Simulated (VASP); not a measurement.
SrO:

```
Sr O
1.0
     3.10287    0.00000    0.00000
     0.00000    3.10287    0.00000
     0.00000    0.00000    3.10287
Sr O
1 1
Direct
  0.00000 0.00000 0.00000
  0.50000 0.50000 0.50000
```

Base run:

- Program: VASP 6.6.1
- Functional: PBE
- Potentials or basis: VASP PAW PBE potentials, release 64 (Sr_sv, O)
- Cutoff: 520 eV
- k mesh: 6 × 6 × 6
- Occupations: gaussian, width 0.01 eV
- Spin: no spin polarisation

Its results: band gap on the k mesh 2.75 eV (least direct gap 2.81 eV); pressure 3.6 GPa.

Problem. The run is repeated on the same cell with these changes: functional from PBE to PBE-based global hybrid with 100 % exact exchange; k mesh from 6 × 6 × 6 to 4 × 4 × 4. What comes out?

Solution. Band gap on the k mesh 12.48 eV (least direct gap 12.57 eV); pressure -9.3 GPa.

Several settings changed at once.

Caveats: some runs use coarse meshes; the cell stands under pressure (at least some runs); the PAW data sets were made with another functional, which shifts forces and pressure a little (at least some runs).

A k mesh can miss the band edges.
